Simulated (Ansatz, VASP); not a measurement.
AlAs5 in VASP and in Ansatz

```xyz
12
Lattice="3.8727 0.0000 0.0000 -1.9363 3.3538 0.0000 0.0000 0.0000 22.1453" Properties=species:S:1:pos:R:3 pbc="T T T"
Al    0.0000    2.2359    0.8810
Al    1.9363    1.1179   21.2643
As    0.0000    0.0000    8.6788
As    0.0000    2.2359    9.9473
As    1.9363    3.3538   13.4665
As    1.9363    1.1179   12.1980
As    1.9363    1.1179    1.8097
As    0.0000    2.2359    5.1405
As    0.0000    2.2359   20.3357
As    1.9363    1.1179   17.0049
As    0.0000    2.2359   15.7156
As    1.9363    1.1179    6.4297
```

Alike in both runs: functional PBE; k mesh 12 × 12 × 2; occupations gaussian, width 0.1 eV; no spin polarisation.

Ansatz relaxed the structure, and its values are those at the end. VASP's run is a single point on that final structure, the one shown.

|  | VASP | Ansatz |
| --- | --- | --- |
| version | VASP 6.6.1 | Ansatz 0.2.0 |
| potentials or method | VASP PAW PBE potentials, release 64 (Al, As), cutoff 520 eV | scalar-relativistic, plane waves, PAW |
| valence electrons in the cell | 56 | 156 |

VASP gave:

```
gap on the k mesh at the Fermi level (eV) : none
pressure (GPa)                            : 0.2
rms of the force components (eV/Å)        : 0.022
```

Question: Estimate Ansatz's values.

Answer: gap on the k mesh at the Fermi level (eV): none; pressure (GPa): 0.0; rms of the force components (eV/Å): 0.000.

A gap of «none» marks a metal or a gap that the smearing closes. With one functional, cell and mesh, what is left measures potentials, basis and numerics. VASP's potentials hold 56 valence electrons a cell and Ansatz's 156, so a difference there can come from the potentials and not from the codes.
